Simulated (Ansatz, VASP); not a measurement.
AlP in VASP and in Ansatz

```
Al P
1.0
     0.00000    2.71694    2.71694
     2.71694    0.00000    2.71694
     2.71694    2.71694    0.00000
Al P
1 1
Direct
  0.00000 0.00000 0.00000
  0.25000 0.25000 0.25000
```

Alike in both runs: functional LDA; k mesh 8 × 8 × 8; occupations gaussian, width 0.02 eV; no spin polarisation.

Ansatz relaxed the structure, and its values are those at the end. VASP's run is a single point on that final structure, the one shown.

|  | VASP | Ansatz |
| --- | --- | --- |
| version | VASP 6.6.1 | Ansatz 0.2.0 |
| potentials or method | VASP PAW LDA potentials, release 64 (Al, P), cutoff 500 eV | scalar-relativistic, plane waves, PAW |
| valence electrons in the cell | 8 | 8 |

VASP gave:

```
gap on the k mesh at the Fermi level (eV) : 1.41
least direct gap on the mesh (eV)         : 3.24
pressure (GPa)                            : 0.1
```

Problem. Estimate Ansatz's values.

Solution. gap on the k mesh at the Fermi level (eV): 1.42; least direct gap on the mesh (eV): 3.23; pressure (GPa): 0.0.

LDA's correlation is that of Perdew and Zunger in VASP and of Perdew and Wang (1992) in Ansatz.
